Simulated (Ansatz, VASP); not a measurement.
## Two plane-wave programs on YAl3N4

```
Y Al N
1.0
     4.63508    0.00000    0.00000
     0.00000    4.63508    0.00000
     0.00000    0.00000    4.63508
Y Al N
1 3 4
Direct
  0.50000 0.50000 0.50000
  0.50000 0.00000 0.00000
  0.00000 0.00000 0.50000
  0.00000 0.50000 0.00000
  0.77227 0.22773 0.77227
  0.77227 0.77227 0.22773
  0.22773 0.22773 0.22773
  0.22773 0.77227 0.77227
```

Alike in both runs: task relaxation of cell and atoms; functional PBE; k mesh 6 × 6 × 6; occupations gaussian, width 0.02 eV; no spin polarisation.

```csv
,VASP,Ansatz
version,VASP 6.6.1,Ansatz 0.2.0
potentials or method,"VASP PAW PBE potentials, release 64 (Y_sv, Al, N), cutoff 600 eV","scalar-relativistic, plane waves, PAW"
valence electrons in the cell,40,40
```

```tsv
	VASP	Ansatz	Ansatz less VASP
gap on the k mesh at the Fermi level, each at its own relaxed structure (eV)	2.34	2.32	-0.013
relaxed volume (Å³/atom)	12.39	12.42	+0.028
relaxed length of the cell vector where the two differ most in proportion (Å)	4.628	4.632	+0.0035
```
